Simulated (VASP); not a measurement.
# MgB15N15 (a cell with a defect) in VASP: further runs, part 2 of 3

VASP 6.6.1. Earlier steps stand in the parts before.

### Step 3. Single point, HSE06

File POSCAR:

```
MgB15N15
1.0
   -3.6241103844      3.6241103844     -3.6241103844
    3.6241103844      3.6241103844      3.6241103844
    3.6241103844     -3.6241103844     -3.6241103844
B Mg N
15 1 15
Direct
   -0.0016113169     -0.0010066637     -0.0604032856
    0.0105971477      0.2579762886      0.7551473057
    0.0106102024      0.5039263180      0.5091885915
   -0.0015731780      0.6883967159      0.2502602952
    0.2573565101      0.0112556326      0.7551640288
    0.2573411667      0.5039112112      0.2624322009
    0.2430001938      0.7494556388      0.0006807665
    0.5033168922      0.0112517358      0.5091852708
    0.5032978360      0.2579781442      0.2624478446
    0.4986631437      0.4992867621      0.0057381987
    0.4986568512      0.7545397119      0.7504923793
    0.6877851547     -0.0009842270      0.2502260673
    0.7488611982      0.2436110168      0.0007004080
    0.7539098971      0.4992713462      0.7505124027
    0.7488263497      0.7494548347      0.4948296817
    0.1792085946      0.1798541928      0.4310536297
    0.0000552124      0.2482953253      0.0097879946
    0.0075733804      0.5054710145      0.7567006008
    0.0000535233      0.7585690768      0.4995437414
    0.2476765997      0.0006623581      0.0097914431
    0.2529387819      0.2535766587      0.7794953816
    0.2529306676      0.5282962662      0.5047611981
    0.2477020276      0.7585710152      0.2518996408
    0.5048639762      0.0081916411      0.7567000217
    0.5276474318      0.2535757510      0.5047832429
    0.5048444980      0.5054729636      0.2594070662
    0.5027239844      0.7534889040      0.0047018322
    0.7579456189      0.0006715851      0.4995163801
    0.7579493937      0.2483168009      0.2519053347
    0.7528908914      0.5033484838      0.0047286905
    0.7528579305      0.7534759507      0.7545486824
```

File INCAR.step1:

```
ALGO = Normal ; EDIFF = 1E-5
ENCUT = 520 ; GGA = PE
GGA_COMPAT = False ; ISIF = 2
ISMEAR = -1 ; ISYM = -1
LASPH = True ; LCHARG = False
LREAL = Auto ; LWAVE = True
NBANDS = 82 ; NELECT = 120.0
NELM = 120 ; PREC = Accurate
SIGMA = 0.01
```

File INCAR.step2:

```
ALGO = Normal ; EDIFF = 1E-6
ENCUT = 520 ; GGA = PE
GGA_COMPAT = False ; HFSCREEN = 0.2079
ISIF = 2 ; ISMEAR = -1
ISTART = 1 ; ISYM = -1
LASPH = True ; LCHARG = False
LHFCALC = True ; LREAL = Auto
LWAVE = False ; NBANDS = 82
NELECT = 120.0 ; NELM = 120
PREC = Accurate ; PRECFOCK = Fast
SIGMA = 0.01
```

File KPOINTS:

```
explicit points
1
Reciprocal
  0.25000000   0.25000000   0.25000000 1
```

Potentials or basis: VASP PAW PBE potentials, release 64 (B, Mg, N).

Command:

```
> cat potpaw_PBE.64/B/POTCAR potpaw_PBE.64/Mg/POTCAR potpaw_PBE.64/N/POTCAR > POTCAR
> cp INCAR.step1 INCAR
> mpirun -np 1 vasp_std > vasp.out
> cp INCAR.step2 INCAR
> mpirun -np 1 vasp_std > vasp.out
```

It took 4.3 min on 1 thread of Intel Xeon 8259CL, shared host; peak memory 0.47 GiB.

Results (log left out):

```
Free energy   : -317.9115 eV
Largest force : 0.301 eV/Å
```

Forces on the atoms (eV/Å):
```
B   -0.127  0.102  0.130
B    0.044 -0.011 -0.011
B    0.048  0.009  0.012
B   -0.128 -0.130 -0.100
B    0.006 -0.012 -0.046
B    0.011  0.046  0.012
B   -0.014 -0.011  0.010
B   -0.011  0.006 -0.047
B   -0.011  0.045 -0.010
B   -0.002 -0.024  0.000
B   -0.005 -0.004  0.024
B    0.105 -0.130  0.131
B   -0.009 -0.010  0.018
B   -0.024 -0.001  0.004
B   -0.010 -0.015  0.008
Mg   0.173  0.175 -0.174
N   -0.038  0.001 -0.006
N    0.002 -0.009  0.011
N   -0.037  0.008  0.000
N    0.006  0.003  0.037
N   -0.010 -0.041  0.008
N   -0.010 -0.012  0.036
N    0.005 -0.036  0.000
N   -0.007 -0.008  0.000
N   -0.042 -0.010  0.007
N   -0.012  0.003  0.010
N    0.089  0.004 -0.003
N    0.002  0.007  0.037
N   -0.001 -0.038 -0.006
N    0.003  0.003 -0.088
N    0.004  0.089 -0.004
```

Levels at points of the mesh, in eV from the Fermi level:
```tsv
k point	band 57	band 58	band 59	band 60	band 61	band 62	band 63	band 64
(0.25, 0.25, 0.25)	-1.83	-1.76	-0.31	-0.31	2.29	5.60	5.60	8.08
```

Caveat: the cell carries a net charge on a neutralising background, which shifts energy and pressure; the cell is charged against a uniform background, so pressure and absolute levels hang on convention; the PAW data sets were made with another functional, which shifts forces and pressure a little.

### Step 4. Single point, r2SCAN

File POSCAR:

```
MgB15N15
1.0
   -3.6241103844      3.6241103844     -3.6241103844
    3.6241103844      3.6241103844      3.6241103844
    3.6241103844     -3.6241103844     -3.6241103844
B Mg N
15 1 15
Direct
   -0.0054315652     -0.0051565760     -0.0216696841
    0.0082216797      0.2542055194      0.7573481480
    0.0082209004      0.5075250713      0.5040240317
   -0.0054330746      0.7285036811      0.2446580816
    0.2539297786      0.0085002721      0.7573459937
    0.2539257709      0.5075267638      0.2583136714
    0.2497869760      0.7516036383      0.0014200960
    0.5072439755      0.0084978320      0.5040217473
    0.5072467768      0.2542067386      0.2583146898
    0.4979436993      0.4982244044      0.0021748727
    0.4979458723      0.7523534517      0.7480390618
    0.7282258173     -0.0051534869      0.2446625832
    0.7513264419      0.2500693409      0.0014213965
    0.7520737666      0.4982195312      0.7480349219
    0.7513272511      0.7516061351      0.4998838857
    0.1832467260      0.1835135079      0.4333582305
   -0.0003886273      0.2505168556      0.0068923423
    0.0076586617      0.5054241829      0.7552389631
   -0.0003842175      0.7570783321      0.5003343938
    0.2502380997     -0.0001116258      0.0068875506
    0.2524919628      0.2527730387      0.7800121823
    0.2524885524      0.5301870847      0.5025821622
    0.2502399219      0.7570735263      0.2497064385
    0.5051498604      0.0079367753      0.7552431011
    0.5299080642      0.2527710803      0.5025812468
    0.5051462106      0.5054267557      0.2577549268
    0.5007941721      0.7510277839      0.0008430246
    0.7567986783     -0.0001097526      0.5003325959
    0.7567995857      0.2505195718      0.2497066613
    0.7507480301      0.5010693516      0.0008435732
    0.7507480111      0.7510265596      0.7508853496
```

File INCAR.step1:

```
SYSTEM = MgB15N15
ALGO = Normal
EDIFF = 1E-5
ENCUT = 580
GGA = PE
GGA_COMPAT = .False.
ISMEAR = -1
ISYM = -1
LASPH = .True.
LCHARG = .False.
LREAL = Auto
LWAVE = .True.
NBANDS = 82
NELM = 120
PREC = Accurate
SIGMA = 0.01
```

File INCAR.step2:

```
SYSTEM = MgB15N15
ALGO = Normal
EDIFF = 1E-6
ENCUT = 580
GGA_COMPAT = .False.
ISIF = 2
ISMEAR = -1
ISTART = 1
ISYM = -1
LASPH = .True.
LCHARG = .False.
LMIXTAU = .True.
LREAL = Auto
LWAVE = .False.
METAGGA = R2SCAN
NBANDS = 82
NELM = 120
PREC = Accurate
SIGMA = 0.01
```

KPOINTS is that of step 3.

Potentials or basis: VASP PAW PBE potentials, release 64 (B, Mg, N).

Command:

```
> cat potpaw_PBE.64/B/POTCAR potpaw_PBE.64/Mg/POTCAR potpaw_PBE.64/N/POTCAR > POTCAR
> cp INCAR.step1 INCAR
> mpirun -np 1 vasp_std > vasp.out
> cp INCAR.step2 INCAR
> mpirun -np 1 vasp_std > vasp.out
```

OUTCAR:

```text
SYSTEM = MgB15N15
   EDIFF = 1E-6
   ENCUT = 580
   ISIF = 2
   ISMEAR = -1
   ISTART = 1
   ISYM = -1
   LASPH = .True.
   LREAL = Auto
   METAGGA = R2SCAN
   NELM = 120
   PREC = Accurate

 ion  position               nearest neighbor table
   1  0.995  0.995  0.978-  31 1.50  20 1.54  17 1.54  16 2.35
   2  0.008  0.254  0.757-  21 1.50  18 1.58  17 1.59  28 1.60  16 2.60
   3  0.008  0.508  0.504-  22 1.50  18 1.58  19 1.59  29 1.60  16 2.60
   4  0.995  0.729  0.245-  30 1.50  23 1.54  19 1.54  16 2.35
   5  0.254  0.009  0.757-  21 1.50  24 1.58  20 1.59  19 1.60  16 2.60
   6  0.254  0.508  0.258-  22 1.50  26 1.58  23 1.59  17 1.60  16 2.60
   7  0.250  0.752  0.001-  18 1.54  20 1.55  23 1.55  27 1.58
   8  0.507  0.008  0.504-  25 1.50  24 1.58  28 1.59  23 1.60  16 2.60
   9  0.507  0.254  0.258-  25 1.50  26 1.58  29 1.59  20 1.60  16 2.60
  10  0.498  0.498  0.002-  21 1.50  26 1.57  27 1.58  30 1.58
  11  0.498  0.752  0.748-  22 1.50  24 1.57  31 1.58  27 1.58
  12  0.728  0.995  0.245-  27 1.50  28 1.54  29 1.54  16 2.35
  13  0.751  0.250  0.001-  24 1.54  29 1.55  17 1.55  30 1.58
  14  0.752  0.498  0.748-  25 1.50  18 1.57  31 1.58  30 1.58
  15  0.751  0.752  0.500-  26 1.54  28 1.55  19 1.55  31 1.58
  16  0.183  0.184  0.433-  21 1.93  25 1.93  22 1.93   4 2.35  12 2.35   1 2.35   5 2.60   8 2.60
                             2 2.60   3 2.60   9 2.60   6 2.60
  17  1.000  0.251  0.007-   1 1.54  13 1.55   2 1.59   6 1.60
  18  0.008  0.505  0.755-   7 1.54  14 1.57   3 1.58   2 1.58
  19  1.000  0.757  0.500-   4 1.54  15 1.55   3 1.59   5 1.60
  20  0.250  1.000  0.007-   1 1.54   7 1.55   5 1.59   9 1.60
  21  0.252  0.253  0.780-   2 1.50   5 1.50  10 1.50  16 1.93
  22  0.252  0.530  0.503-   6 1.50   3 1.50  11 1.50  16 1.93
  23  0.250  0.757  0.250-   4 1.54   7 1.55   6 1.59   8 1.60
  24  0.505  0.008  0.755-  13 1.54  11 1.57   8 1.58   5 1.58
  25  0.530  0.253  0.503-   9 1.50   8 1.50  14 1.50  16 1.93
  26  0.505  0.505  0.258-  15 1.54  10 1.57   6 1.58   9 1.58
  27  0.501  0.751  0.001-  12 1.50   7 1.58  11 1.58  10 1.58
  28  0.757  1.000  0.500-  12 1.54  15 1.55   8 1.59   2 1.60
  29  0.757  0.251  0.250-  12 1.54  13 1.55   9 1.59   3 1.60
  30  0.751  0.501  0.001-   4 1.50  13 1.58  10 1.58  14 1.58
  31  0.751  0.751  0.751-   1 1.50  15 1.58  11 1.58  14 1.58

IMPORTANT INFORMATION: All symmetrisations will be switched off!
NOSYMM: (Re-)initialisation of all symmetry stuff for point group C_1.

----------------------------------------------------------------------------------------

                                     Primitive cell

  volume of cell :     190.3988

  direct lattice vectors                    reciprocal lattice vectors
    -3.624110384  3.624110384 -3.624110384     0.000000000  0.137964893 -0.137964893
     3.624110384  3.624110384  3.624110384     0.137964893  0.137964893  0.000000000
     3.624110384 -3.624110384 -3.624110384     0.137964893  0.000000000 -0.137964893

  length of vectors
     6.277143318  6.277143318  6.277143318     0.195111822  0.195111822  0.195111822

  position of ions in fractional coordinates (direct lattice)
     0.994568435  0.994843424  0.978330316
     0.008221680  0.254205519  0.757348148
     0.008220900  0.507525071  0.504024032
     0.994566925  0.728503681  0.244658082
     0.253929779  0.008500272  0.757345994
     0.253925771  0.507526764  0.258313671
[... 23 lines left out ...]
     0.750748030  0.501069352  0.000843573
     0.750748011  0.751026560  0.750885350

  ion indices of the primitive-cell ions
   primitive index   ion index
                 1           1
                 2           2
                 3           3
                 4           4
                 5           5
                 6           6
[... 23 lines left out ...]
                30          30
                31          31

----------------------------------------------------------------------------------------

 KPOINTS: explicit points

Read explicit list of k-points.

 Found      1 k-points:

 Following reciprocal coordinates:
            Coordinates               Weight
  0.250000  0.250000  0.250000      1.000000
   k-points           NKPTS =      1   k-points in BZ     NKDIM =      1   number of bands    NBANDS=     82
   number of dos      NEDOS =    301   number of ions     NIONS =     31
   total plane-waves  NPLWV = 125000
   dimension x,y,z NGX =    50 NGY =   50 NGZ =   50
   dimension x,y,z NGXF=   100 NGYF=  100 NGZF=  100
   ions per type =              15   1  15
   NGX,Y,Z   is equivalent  to a cutoff of  13.24, 13.24, 13.24 a.u.
   NGXF,Y,Z  is equivalent  to a cutoff of  26.48, 26.48, 26.48 a.u.
 SYSTEM =  MgB15N15
   PREC   = accura    normal or accurate (medium, high low for compatibility)
   ISTART =      1    job   : 0-new  1-cont  2-samecut
   ICHARG =      0    charge: 1-file 2-atom 10-const
   ISPIN  =      1    spin polarized calculation?
   LNONCOLLINEAR =      F non collinear calculations
   LSORBIT =      F    spin-orbit coupling
   LASPH  =      T    aspherical Exc in radial PAW
   ENCUT  =  580.0 eV  42.63 Ry    6.53 a.u.  12.33 12.33 12.33*2*pi/ulx,y,z
   NELM   =    120;   NELMIN=  2; NELMDL=  0     # of ELM steps
   EDIFF  = 0.1E-05   stopping-criterion for ELM
   LREAL  =      T    real-space projection
   EDIFFG = 0.1E-04   stopping-criterion for IOM
   NSW    =      0    number of steps for IOM
   IBRION =     -1    ionic relax: 0-MD 1-quasi-New 2-CG
   NFREE  =      0    steps in history (QN), initial steepest desc. (CG)
   ISIF   =      2    stress and relaxation
   ISYM   =     -1    0-nonsym 1-usesym 2-fastsym
   POTIM  = 0.5000    time-step for ionic-motion
   TEBEG  =    0.0;   TEEND  =   0.0 temperature during run
   PSTRESS=    0.0 pullay stress
   NELECT =     122.0000    total number of electrons
   NUPDOWN=      -1.0000    fix difference up-down
   EMIN   =  10.00;   EMAX   =-10.00  energy-range for DOS
   EFERMI =   0.00;   METHOD = LEGACY
   ISMEAR =    -1;   SIGMA  =   0.01  broadening in eV -4-tet -1-fermi 0-gaus
   EFERMI_NEDOS =   21; number of points for ismear=-14 and -15
   IALGO  =     38    algorithm
   IMIX   =      4    mixing-type and parameters
     AMIX     =   0.40;   BMIX     =  1.00
     AMIX_MAG =   1.60;   BMIX_MAG =  1.00
  volume/ion in A,a.u.               =       6.14        41.45
  Fermi-wavevector in a.u.,A,eV,Ry     =   1.411367  2.667097 27.102226  1.991957
  Thomas-Fermi vector in A             =   2.533226
   LORBIT       =      0    0 simple, 1 ext, 2 COOP (PROOUT), +10 PAW based schemes
   METAGGA = R2SCAN    functional components
   LHFCALC =     F    Hartree Fock is set to
   AEXX    =    0.0000 exact exchange contribution
   IVDW    =     0    specifies the selected vdW correction
   LEPSILON=     F    determine dielectric tensor
   LRPA    =     F    only Hartree local field effects (RPA)
 non-spin polarized calculation
  energy-cutoff  :      580.00
  volume of cell :      190.40
 maximum number of plane-waves:      5996
 NGX is ok and might be reduce to    50
   NGX = 25   NGY = 25   NGZ = 25

 number of electron     121.9999990 magnetization

 Free energy of the ion-electron system (eV)
  ---------------------------------------------------
  ext. energy  EPLUGINS =         0.00000000
  ---------------------------------------------------
  free energy    TOTEN  =      -286.30310491 eV

  energy without entropy =     -286.30310491  energy(sigma->0) =     -286.30310491

 E-fermi :   7.1798     XC(G=0): -13.4356

 val. band max:        6.8628749753   @ k =   0.2500   0.2500   0.2500
 cond. band min:      11.3998902949   @ k =   0.2500   0.2500   0.2500
 fundamental gap:      4.5370153196
 Fermi energy:         7.1797770423

 k-point     1 :       0.2500    0.2500    0.2500
  band No.  band energies     occupation
      1     -12.8984      2.00000
      2     -12.8984      2.00000
      3     -12.7365      2.00000
      4     -12.0129      2.00000
      5      -9.8341      2.00000
      6      -9.8340      2.00000
[... 65 lines left out ...]
     72      15.7300      0.00000
     73      15.9248      0.00000
 [bands above 73 left out]

------------------------ aborting loop because EDIFF is reached ----------------------------------------

  FORCE on cell =-STRESS in cart. coord.  units (eV):
  Direction    XX          YY          ZZ          XY          YZ          ZX
  --------------------------------------------------------------------------------------
  -------------------------------------------------------------------------------------
  Total        9.7061530      9.7046102      9.7058804     -1.0338109      1.0322797      1.0293269
  in kB       81.6758146     81.6628320     81.6735202     -8.6993630      8.6864782      8.6616305
  external PRESSURE =      81.6707222 kB  Pullay stress =       0.0000000 kB

 VOLUME and BASIS-vectors are now :
 -----------------------------------------------------------------------------
  energy-cutoff  :      580.00
  volume of cell :      190.40
      direct lattice vectors                 reciprocal lattice vectors
    -3.624110384  3.624110384 -3.624110384     0.000000000  0.137964893 -0.137964893
     3.624110384  3.624110384  3.624110384     0.137964893  0.137964893  0.000000000
     3.624110384 -3.624110384 -3.624110384     0.137964893  0.000000000 -0.137964893

 POSITION                                       TOTAL-FORCE (eV/Angst)
 -----------------------------------------------------------------------------------
      3.54657      3.66427     -3.54458        -0.038761     -0.045494      0.038540
      3.63619     -1.79365     -1.85324        -0.016567      0.045857     -0.049526
      3.63617      0.04248     -0.01711        -0.015873      0.056038     -0.047283
     -0.07757      5.35793     -1.85091        -0.037543     -0.038480      0.039626
      1.85524     -1.79363     -3.63417         0.050598      0.045844      0.017235
      1.85524      1.82343     -0.01708         0.049859     -0.018031     -0.046501
[... 23 lines left out ...]
     -0.90181      4.53367     -0.90792         0.008728      0.009639     -0.071588
      2.72230      2.72131     -2.72028         0.009054      0.072638     -0.009065
 -----------------------------------------------------------------------------------
    total drift:                               -0.003331     -0.017384     -0.001726

  FREE ENERGIE OF THE ION-ELECTRON SYSTEM (eV)
  ---------------------------------------------------
  free  energy   TOTEN  =      -286.3031049059 eV

  energy  without entropy=     -286.3031049059  energy(sigma->0) =     -286.30310491
```

Wall time 4.6 min (1 thread of Intel Xeon 8259CL, shared host); peak memory 0.39 GiB.

What came out:

```yaml
Free_energy: -286.3031 eV
Pressure: 8.2 GPa
Largest_force: 0.220 eV/Å
Band_gap_on_the_k_mesh: 4.54 eV
```

Forces on the atoms (eV/Å):
```
B   -0.039 -0.045  0.039
B   -0.017  0.046 -0.050
B   -0.016  0.056 -0.047
B   -0.038 -0.038  0.040
B    0.051  0.046  0.017
B    0.050 -0.018 -0.047
B   -0.010 -0.019  0.020
B    0.046  0.055  0.015
B    0.045 -0.017 -0.051
B   -0.026 -0.051  0.027
B   -0.030 -0.028  0.047
B   -0.039 -0.038  0.038
B   -0.020 -0.020  0.010
B   -0.046 -0.027  0.029
B   -0.021 -0.010  0.019
Mg   0.129  0.127 -0.125
N   -0.006 -0.001  0.014
N    0.018  0.006 -0.006
N   -0.006 -0.014  0.003
N   -0.013 -0.001  0.006
N   -0.059  0.023  0.059
N   -0.059 -0.059 -0.024
N   -0.013 -0.006  0.003
N    0.006  0.006 -0.017
N    0.023 -0.060  0.058
N    0.005  0.018 -0.006
N    0.073  0.009 -0.009
N   -0.002 -0.013  0.006
N   -0.002 -0.007  0.014
N    0.009  0.010 -0.072
N    0.009  0.073 -0.009
```

Caveat: the PAW data sets were made with another functional, which shifts forces and pressure a little.

[end of part 2 of 3]
